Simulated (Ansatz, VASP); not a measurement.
One calculation of Ru, two programs

```
CELL_PARAMETERS angstrom
2.65083 0.00000 0.00000
-1.32542 2.29569 0.00000
0.00000 0.00000 4.56873
ATOMIC_POSITIONS crystal
Ru 0.66667 0.33333 0.75000
Ru 0.33333 0.66667 0.25000
```

Alike in both runs: task single point; functional PBE; k mesh 18 × 18 × 10; occupations gaussian, width 0.1 eV; no spin polarisation.

|  | VASP | Ansatz |
| --- | --- | --- |
| version | VASP 6.6.1 | Ansatz 0.2.0 |
| potentials or method | VASP PAW PBE potentials, release 64 (Ru_pv), cutoff 520 eV | scalar-relativistic, plane waves, PAW |
| valence electrons in the cell | 28 | 32 |

|  | VASP | Ansatz | Ansatz less VASP |
| --- | --- | --- | --- |
| gap on the k mesh at the Fermi level (eV) | none | none | - |
| pressure (GPa) | -1.3 | -1.2 | +0.11 |
| traceless stress, the component that is largest in VASP (GPa) | -26.02 | -26.05 | -0.027 |

A gap of «none» marks a metal or a gap that the smearing closes. With one functional, cell and mesh, what is left measures potentials, basis and numerics. VASP's potentials hold 28 valence electrons a cell and Ansatz's 32, so a difference there can come from the potentials and not from the codes.
